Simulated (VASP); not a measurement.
Set up this calculation in VASP 6.6.1, as the native input.

```
Task                   : single point
Functional             : PBEsol
Potentials or basis    : VASP PAW PBE potentials, release 64 (Be)
Cutoff                 : 520 eV
k mesh                 : 21 × 21 × 11
Occupations            : fermi-dirac, width 0.05 eV
Spin                   : no spin polarisation
Dipole correction      : no
Further INCAR settings : ALGO = Normal; EDIFF = 1e-06; NBANDS = 9
```

The structure of Be lies in POSCAR:

```
Be
1.0
    2.2872077026      0.0000000000      0.0000000000
   -1.1436038513      1.9807799742      0.0000000000
    0.0000000000      0.0000000000      3.6094919146
Be
2
Direct
    0.3333333333      0.6666666667      0.7500000000
    0.6666666667      0.3333333333      0.2500000000
```

This cell differs from its parent crystal: volume scaled by 1.03.

These files were run (other wordings do the same):

INCAR

```
SYSTEM = Be
PREC = Accurate
ENCUT = 520
EDIFF = 1E-6
ISMEAR = -1
SIGMA = 0.05
LREAL = .False.
LASPH = .True.
NELM = 80
ALGO = Normal
ISIF = 2
LWAVE = .False.
LCHARG = .True.
GGA = PS
LELF = .True.
LVHAR = .True.
NBANDS = 9
```

KPOINTS

```
regular mesh
0
Gamma
  21 21 11
  0 0 0
```

Potentials or basis: VASP PAW PBE potentials, release 64 (Be).

Run with:

```console
$ cat potpaw_PBE.64/Be/POTCAR > POTCAR
$ mpirun -np 1 vasp_std > vasp.out
```

Results of the run:

```
Pressure               : -4.6 GPa
Band gap on the k mesh : zero (band 2 reaches 7.72 eV, above the bottom of band 3 at 5.70 eV)
```

Caveat: the PAW data sets were made with another functional, which shifts forces and pressure a little.

Wall time 37 s on 1 thread of AMD EPYC 7R13, with other jobs on the host, peak memory 0.12 GiB.
